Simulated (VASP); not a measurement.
# Sb (Pm-3m) in VASP: notebook

Runs on Sb. Level: PBEsol. Tasks: single point, relaxation of cell and atoms.

Everything below comes from runs of VASP 6.6.1. Logs are shortened: lines on timing, memory, paths and dates and some standing lists are left out, and cuts for length are marked.

## Step 1: The cell of the first run

The structure is cubic, space group Pm-3m (No. 221). The conventional cell has a = 3.060 Å, b = 3.060 Å, c = 3.060 Å, α = 90.00°, β = 90.00°, γ = 90.00°. Within 4.0 Å of Sb (site symmetry m-3m) lie 6 Sb at 3.06 Å.

## Step 2: Single point, PBEsol

Input file INCAR:

```
PREC = Accurate
ENCUT = 500
EDIFF = 1E-6
ISMEAR = 1
SIGMA = 0.1
LREAL = False
LASPH = True
NELM = 120
ALGO = Normal
ISIF = 2
LWAVE = False
LCHARG = False
GGA = PS
NBANDS = 8
GGA_COMPAT = False
```

Input file KPOINTS:

```
Automatic mesh
0
Gamma
  6 6 6
```

Input file POSCAR:

```
Sb
1.0
    3.0602225481      0.0000000000      0.0000000000
    0.0000000000      3.0602225481      0.0000000000
    0.0000000000      0.0000000000      3.0602225481
Sb
1
Direct
    0.0000000000      0.0000000000      0.0000000000
```

Potentials or basis: VASP PAW PBE potentials, release 64 (Sb).

Started as:

```sh
$ cat potpaw_PBE.64/Sb/POTCAR > POTCAR
$ mpirun -np 1 vasp_std > vasp.out
```

OUTCAR:

```text
PREC = Accurate
   ENCUT = 500
   EDIFF = 1E-6
   ISMEAR = 1
   LREAL = False
   LASPH = True
   NELM = 120
   ISIF = 2
   GGA = PS

 ion  position               nearest neighbor table
   1  0.000  0.000  0.000-

  LATTYP: Found a simple cubic cell.
 ALAT       =     3.0602225481

  Lattice vectors:

 A1 = (   3.0602225481,   0.0000000000,   0.0000000000)
 A2 = (   0.0000000000,   3.0602225481,   0.0000000000)
 A3 = (   0.0000000000,   0.0000000000,   3.0602225481)

Analysis of symmetry for initial positions (statically):
=====================================================================
 Subroutine PRICEL returns:
 Original cell was already a primitive cell.

 Routine SETGRP: Setting up the symmetry group for a
 simple cubic supercell.

 Subroutine GETGRP returns: Found 48 space group operations
 (whereof 48 operations were pure point group operations)
 out of a pool of 48 trial point group operations.

The static configuration has the point symmetry O_h .

Analysis of symmetry for dynamics (positions and initial velocities):
=====================================================================
 Subroutine PRICEL returns:
 Original cell was already a primitive cell.

 Routine SETGRP: Setting up the symmetry group for a
 simple cubic supercell.

 Subroutine GETGRP returns: Found 48 space group operations
 (whereof 48 operations were pure point group operations)
 out of a pool of 48 trial point group operations.

The dynamic configuration has the point symmetry O_h .

 Subroutine INISYM returns: Found 48 space group operations
 (whereof 48 operations are pure point group operations),
 and found     1 'primitive' translations

----------------------------------------------------------------------------------------

                                     Primitive cell

  volume of cell :      28.6589

  direct lattice vectors                    reciprocal lattice vectors
     3.060222548  0.000000000  0.000000000     0.326773620  0.000000000  0.000000000
     0.000000000  3.060222548  0.000000000     0.000000000  0.326773620  0.000000000
     0.000000000  0.000000000  3.060222548     0.000000000  0.000000000  0.326773620

  length of vectors
     3.060222548  3.060222548  3.060222548     0.326773620  0.326773620  0.326773620

  position of ions in fractional coordinates (direct lattice)
     0.000000000  0.000000000  0.000000000

  ion indices of the primitive-cell ions
   primitive index   ion index
                 1           1

----------------------------------------------------------------------------------------

 KPOINTS: Automatic mesh

Automatic generation of k-mesh.
 Grid dimensions read from file:
 generate k-points for:    6    6    6

 Generating k-lattice:

  Cartesian coordinates                     Fractional coordinates (reciprocal lattice)
     0.054462270  0.000000000  0.000000000     0.166666667  0.000000000  0.000000000
     0.000000000  0.054462270  0.000000000     0.000000000  0.166666667  0.000000000
     0.000000000  0.000000000  0.054462270     0.000000000  0.000000000  0.166666667

  Length of vectors
     0.054462270  0.054462270  0.054462270

  Shift w.r.t. Gamma in fractional coordinates (k-lattice)
     0.000000000  0.000000000  0.000000000

 Subroutine IBZKPT returns following result:
 ===========================================

 Found     20 irreducible k-points:

 Following reciprocal coordinates:
            Coordinates               Weight
  0.000000  0.000000  0.000000      1.000000
  0.166667  0.000000  0.000000      6.000000
  0.333333  0.000000  0.000000      6.000000
  0.500000  0.000000  0.000000      3.000000
  0.166667  0.166667  0.000000     12.000000
  0.333333  0.166667  0.000000     24.000000
[... 12 lines left out ...]
  0.500000  0.500000  0.333333      6.000000
  0.500000  0.500000  0.500000      1.000000
   k-points           NKPTS =     20   k-points in BZ     NKDIM =     20   number of bands    NBANDS=      8
   number of dos      NEDOS =    301   number of ions     NIONS =      1
   total plane-waves  NPLWV =  13824
   dimension x,y,z NGX =    24 NGY =   24 NGZ =   24
   dimension x,y,z NGXF=    48 NGYF=   48 NGZF=   48
   ions per type =               1
   NGX,Y,Z   is equivalent  to a cutoff of  13.04, 13.04, 13.04 a.u.
   NGXF,Y,Z  is equivalent  to a cutoff of  26.08, 26.08, 26.08 a.u.
 SYSTEM =  unknown system
   PREC   = accura    normal or accurate (medium, high low for compatibility)
   ISTART =      0    job   : 0-new  1-cont  2-samecut
   ICHARG =      2    charge: 1-file 2-atom 10-const
   ISPIN  =      1    spin polarized calculation?
   LNONCOLLINEAR =      F non collinear calculations
   LSORBIT =      F    spin-orbit coupling
   LASPH  =      T    aspherical Exc in radial PAW
   ENCUT  =  500.0 eV  36.75 Ry    6.06 a.u.   5.58  5.58  5.58*2*pi/ulx,y,z
   NELM   =    120;   NELMIN=  2; NELMDL= -5     # of ELM steps
   EDIFF  = 0.1E-05   stopping-criterion for ELM
   LREAL  =      F    real-space projection
   EDIFFG = 0.1E-04   stopping-criterion for IOM
   NSW    =      0    number of steps for IOM
   IBRION =     -1    ionic relax: 0-MD 1-quasi-New 2-CG
   NFREE  =      0    steps in history (QN), initial steepest desc. (CG)
   ISIF   =      2    stress and relaxation
   ISYM   =      2    0-nonsym 1-usesym 2-fastsym
   POTIM  = 0.5000    time-step for ionic-motion
   TEBEG  =    0.0;   TEEND  =   0.0 temperature during run
   PSTRESS=    0.0 pullay stress
   NELECT =       5.0000    total number of electrons
   NUPDOWN=      -1.0000    fix difference up-down
   EMIN   =  10.00;   EMAX   =-10.00  energy-range for DOS
   EFERMI =   0.00;   METHOD = LEGACY
   ISMEAR =     1;   SIGMA  =   0.10  broadening in eV -4-tet -1-fermi 0-gaus
   EFERMI_NEDOS =   21; number of points for ismear=-14 and -15
   IALGO  =     38    algorithm
   IMIX   =      4    mixing-type and parameters
     AMIX     =   0.40;   BMIX     =  1.00
     AMIX_MAG =   1.60;   BMIX_MAG =  1.00
  volume/ion in A,a.u.               =      28.66       193.40
  Fermi-wavevector in a.u.,A,eV,Ry     =   0.914770  1.728664 11.385407  0.836804
  Thomas-Fermi vector in A             =   2.039435
   LORBIT       =      0    0 simple, 1 ext, 2 COOP (PROOUT), +10 PAW based schemes
   GGA     = PS    functional components
   LHFCALC =     F    Hartree Fock is set to
   AEXX    =    0.0000 exact exchange contribution
   IVDW    =     0    specifies the selected vdW correction
   LEPSILON=     F    determine dielectric tensor
   LRPA    =     F    only Hartree local field effects (RPA)
 non-spin polarized calculation
 Methfessel and Paxton  Order N= 1 SIGMA  =   0.10
  energy-cutoff  :      500.00
  volume of cell :       28.66
 maximum number of plane-waves:       739
 NGX is ok and might be reduce to    24
   NGX = 11   NGY = 11   NGZ = 11

 number of electron       4.9999999 magnetization

 Free energy of the ion-electron system (eV)
  ---------------------------------------------------
  ext. energy  EPLUGINS =         0.00000000
  ---------------------------------------------------
  free energy    TOTEN  =        -4.55480023 eV

  energy without entropy =       -4.55496248  energy(sigma->0) =       -4.55485431

 E-fermi :   7.7792     XC(G=0):  -9.9201

 val. band max:        7.7055550615   @ k =   0.1667   0.1667   0.0000
 cond. band min:       7.8528073241   @ k =   0.5000   0.3333   0.3333
 fundamental gap:      0.1472522626
 Fermi energy:         7.7792095575

 k-point     1 :       0.0000    0.0000    0.0000
  band No.  band energies     occupation
      1      -5.2131      2.00000
      2      10.8649      0.00000
      3      10.8649      0.00000
      4      10.8649      0.00000
      5      14.4941      0.00000
      6      14.4941      0.00000
      7      15.8899      0.00000
      8      25.4621      0.00000

 k-point     2 :       0.1667    0.0000    0.0000
  band No.  band energies     occupation
      1      -4.7965      2.00000
      2       7.4757      2.00015
      3      11.2741      0.00000
      4      11.2741      0.00000
      5      14.8196      0.00000
      6      15.6671      0.00000
      7      18.9600      0.00000
      8      23.1194      0.00000

 k-point     3 :       0.3333    0.0000    0.0000
  band No.  band energies     occupation
      1      -3.6407      2.00000
      2       3.5837      2.00000
      3      12.2996      0.00000
      4      12.2996      0.00000
      5      15.7543      0.00000
      6      16.7730      0.00000
      7      20.3909      0.00000
      8      20.3909      0.00000

 k-point     4 :       0.5000    0.0000    0.0000
  band No.  band energies     occupation
      1      -2.6383      2.00000
      2       1.6237      2.00000
      3      13.0116      0.00000
      4      13.0116      0.00000
      5      16.6819      0.00000
      6      18.1331      0.00000
      7      18.9975      0.00000
      8      19.0823      0.00000

 k-point     5 :       0.1667    0.1667    0.0000
  band No.  band energies     occupation
      1      -4.3794      2.00000
      2       7.7056      1.94397
      3       8.0671     -0.00036
      4      11.6853      0.00000
      5      15.5441      0.00000
      6      18.7660      0.00000
      7      18.8378      0.00000
      8      20.6091      0.00000
[... 133 lines left out ...]
 k-point    18 :       0.5000    0.3333    0.3333
  band No.  band energies     occupation
      1       0.6391      2.00000
      2       4.4232      2.00000
      3       6.8793      2.00000
      4       7.8528      0.05638
      5      12.1226      0.00000
      6      13.0115      0.00000
      7      15.2263      0.00000
      8      18.1733      0.00000

 k-point    19 :       0.5000    0.5000    0.3333
  band No.  band energies     occupation
      1       1.8215      2.00000
      2       5.1396      2.00000
      3       5.1396      2.00000
      4       8.1906     -0.00000
      5      11.0037      0.00000
      6      13.6975      0.00000
      7      13.6975      0.00000
      8      16.3094      0.00000

 k-point    20 :       0.5000    0.5000    0.5000
  band No.  band energies     occupation
      1       3.1974      2.00000
      2       5.8147      2.00000
      3       5.8147      2.00000
      4       5.8147      2.00000
      5      12.2581      0.00000
      6      12.2581      0.00000
      7      12.2581      0.00000
      8      14.2320      0.00000

------------------------ aborting loop because EDIFF is reached ----------------------------------------

  FORCE on cell =-STRESS in cart. coord.  units (eV):
  Direction    XX          YY          ZZ          XY          YZ          ZX
  --------------------------------------------------------------------------------------
  -------------------------------------------------------------------------------------
  Total       -0.0054269     -0.0054269     -0.0054269     -0.0000000      0.0000000     -0.0000000
  in kB       -0.3033915     -0.3033915     -0.3033915     -0.0000000      0.0000000     -0.0000000
  external PRESSURE =      -0.3033915 kB  Pullay stress =       0.0000000 kB

 VOLUME and BASIS-vectors are now :
 -----------------------------------------------------------------------------
  energy-cutoff  :      500.00
  volume of cell :       28.66
      direct lattice vectors                 reciprocal lattice vectors
     3.060222548  0.000000000  0.000000000     0.326773620  0.000000000  0.000000000
     0.000000000  3.060222548  0.000000000     0.000000000  0.326773620  0.000000000
     0.000000000  0.000000000  3.060222548     0.000000000  0.000000000  0.326773620

 POSITION                                       TOTAL-FORCE (eV/Angst)
 -----------------------------------------------------------------------------------
      0.00000      0.00000      0.00000         0.000000      0.000000      0.000000
 -----------------------------------------------------------------------------------
    total drift:                               -0.000000      0.000000      0.000000

  FREE ENERGIE OF THE ION-ELECTRON SYSTEM (eV)
  ---------------------------------------------------
  free  energy   TOTEN  =        -4.5548002319 eV

  energy  without entropy=       -4.5549624794  energy(sigma->0) =       -4.55485431
```

Wall time 3 s (1 thread of Intel Xeon 6975P-C, shared host); peak memory 0.13 GiB.

What came out:

* Free energy: -4.5548 eV
* Pressure: 0.0 GPa

Caveat: the PAW data sets were made with another functional, which shifts forces and pressure a little; spin-orbit coupling is left out, which moves the levels of the heavy elements.

## Step 3: Relaxation of cell and atoms, PBEsol

This run uses another cell than the first one, of 33.08 Å³/atom, 1.154 times its volume.

Input file INCAR:

```
PREC = Accurate ; ENCUT = 500
EDIFF = 1E-7 ; ISMEAR = 1
SIGMA = 0.1 ; LREAL = False
LASPH = True ; NELM = 120
ALGO = Normal ; ISIF = 3
LWAVE = False ; LCHARG = False
GGA = PS ; IBRION = 2
NSW = 80 ; EDIFFG = -0.01
GGA_COMPAT = False ; NELMIN = 4
```

KPOINTS is that of step 2.

Input file POSCAR:

```
Sb
1.0
    3.2100000000      0.0000000000      0.0000000000
    0.0000000000      3.2100000000      0.0000000000
    0.0000000000      0.0000000000      3.2100000000
Sb
1
Direct
    0.0000000000      0.0000000000      0.0000000000
```

Potentials or basis: VASP PAW PBE potentials, release 64 (Sb).

Started as:

```sh
$ cat potpaw_PBE.64/Sb/POTCAR > POTCAR
$ mpirun -np 1 vasp_std > vasp.out
```

Wall time 11 s (1 thread of Intel Xeon 6975P-C, shared host); peak memory 0.14 GiB.

It converged, with:

```yaml
Free_energy: -4.5549 eV
Relaxed_volume: 28.66 Å³/atom
Relaxed_cell: a = 3.060 Å, b = 3.060 Å, c = 3.060 Å, α = 90.00°, β = 90.00°, γ = 90.00°
Space_group_after_relaxing_to_0.05_Å: Pm-3m (No. 221)
Energy_gained_by_relaxing: 77.4 meV/atom
Ionic_steps: 6
Pressure_after_relaxing: 0.0 GPa
```

The path:
```
step  energy change (eV)  largest force (eV/Å)  pressure (GPa)  volume (Å³)
   1              0.0000                0.0000           -5.53        33.08
   2             -0.0738                0.0000            1.70        27.91
   3             -0.0772                0.0000           -0.36        28.85
   4             -0.0774                0.0000           -0.07        28.68
   5             -0.0774                0.0000            0.09        28.59
   6             -0.0774                0.0000           -0.03        28.66
```

Final structure:
```xyz
1
Lattice="3.0602 0.0000 0.0000 0.0000 3.0602 0.0000 0.0000 0.0000 3.0602" Properties=species:S:1:pos:R:3 pbc="T T T"
Sb    3.0602    3.0602    3.0602
```

Levels at points of the mesh, in eV from the Fermi level:
```tsv
k point	band 1	band 2	band 3	band 4	band 5	band 6
(0.00, 0.00, 0.00)	-12.99	3.09	3.09	3.09	6.71	6.71
(0.50, 0.00, 0.00)	-10.42	-6.16	5.23	5.23	8.90	10.35
(0.50, 0.50, 0.00)	-7.67	-4.00	-4.00	1.69	7.44	12.95
(0.50, 0.50, 0.50)	-4.58	-1.96	-1.96	-1.96	4.48	4.48
```

Caveat: the PAW data sets were made with another functional, which shifts forces and pressure a little; spin-orbit coupling is left out, which moves the levels of the heavy elements.
